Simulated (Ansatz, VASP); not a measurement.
# Two plane-wave programs on Al3B2Sb

```
CELL_PARAMETERS angstrom
3.92650 0.00000 0.00000
-1.96325 3.40045 0.00000
0.00000 0.00000 7.43627
ATOMIC_POSITIONS crystal
Al 0.00000 0.00000 0.21420
Al 0.00000 0.00000 0.78580
Al 0.66667 0.33333 0.50000
B 0.33333 0.66667 0.50000
B 0.00000 0.00000 0.50000
Sb 0.66667 0.33333 0.00000
```

Alike in both runs: functional PBE; k mesh 4 × 4 × 3; occupations gaussian, width 0.2 eV; no spin polarisation.

Ansatz relaxed the structure, and its values are those at the end. VASP's run is a single point on that final structure, the one shown.

```csv
,VASP,Ansatz
version,VASP 6.6.1,Ansatz 0.2.0
potentials or method,"VASP PAW PBE potentials, release 64 (Al, B, Sb), cutoff 500 eV","scalar-relativistic, plane waves, PAW"
valence electrons in the cell,20,30
```

```tsv
	VASP	Ansatz	Ansatz less VASP
gap on the k mesh at the Fermi level (eV)	none	none	-
pressure (GPa)	0.2	0.1	-0.10
rms of the force components (eV/Å)	0.027	0.017	-0.0105
```

A gap of «none» marks a metal or a gap that the smearing closes. VASP's potentials hold 20 valence electrons a cell and Ansatz's 30, so a difference there can come from the potentials and not from the codes.

The k mesh is coarse, so the values compare programs but aren't converged. Spin-orbit coupling is off throughout.
